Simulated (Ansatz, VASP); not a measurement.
## B6I in VASP and in Ansatz

```
B I
1.0
     5.53148    0.00000    0.00000
    -2.76574    4.79040    0.00000
     0.00000    0.00000    4.68537
B I
6 1
Direct
  0.33333 0.66667 0.50000
  0.66667 0.33333 0.50000
  0.50000 0.00000 0.50000
  0.00000 0.50000 0.50000
  0.50000 0.50000 0.50000
  0.00000 0.00000 0.50000
  0.00000 0.00000 0.00000
```

Alike in both runs: functional PBE; k mesh 6 × 6 × 4; occupations gaussian, width 0.1 eV; no spin polarisation.

Ansatz relaxed the structure, and its values are those at the end. VASP's run is a single point on that final structure, the one shown.

```csv
,VASP,Ansatz
version,VASP 6.6.1,Ansatz 0.2.0
potentials or method,"VASP PAW PBE potentials, release 64 (B, I), cutoff 520 eV","scalar-relativistic, plane waves, PAW"
valence electrons in the cell,25,35
```

|  | VASP | Ansatz | Ansatz less VASP |
| --- | --- | --- | --- |
| gap on the k mesh at the Fermi level (eV) | none | none | - |
| pressure (GPa) | 0.0 | 0.0 | +0.04 |

A gap of «none» marks a metal or a gap that the smearing closes. VASP's potentials hold 25 valence electrons a cell and Ansatz's 35, so a difference there can come from the potentials and not from the codes.

Spin-orbit coupling is off throughout.
